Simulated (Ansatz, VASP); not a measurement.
**SiSn2Ge3 in VASP and in Ansatz**

```
CELL_PARAMETERS angstrom
5.46953 0.00000 0.00000
-2.73477 4.73676 0.00000
0.00000 0.00000 5.72962
ATOMIC_POSITIONS crystal
Si 0.00000 0.00000 0.66246
Sn 0.66667 0.33333 0.99794
Sn 0.33333 0.66667 0.99794
Ge 0.50000 0.50000 0.51176
Ge 0.50000 0.00000 0.51176
Ge 0.00000 0.50000 0.51176
```

Change from the starting cell: species swapped into the ErCo3Ge2 type (P6mm, No. 183).

Alike in both runs: functional PBE; k mesh 3 × 3 × 4; occupations gaussian, width 0.1 eV; no spin polarisation.

Ansatz relaxed the structure, and its values are those at the end. VASP's run is a single point on that final structure, the one shown.

|  | VASP | Ansatz |
| --- | --- | --- |
| version | VASP 6.6.1 | Ansatz 0.2.0 |
| potentials or method | VASP PAW PBE potentials, release 64 (Si, Sn_d, Ge_d), cutoff 520 eV | scalar-relativistic, plane waves, PAW |
| valence electrons in the cell | 74 | 74 |

Ansatz gave:

- gap on the k mesh at the Fermi level (eV): none
- pressure (GPa): -0.1
- rms of the force components (eV/Å): 0.005

**Question.** What did VASP give for the same quantities?

**Answer.** gap on the k mesh at the Fermi level (eV): none; pressure (GPa): -0.1; rms of the force components (eV/Å): 0.004.

A gap of «none» marks a metal or a gap that the smearing closes.

The k mesh is coarse, so the values compare programs but aren't converged.
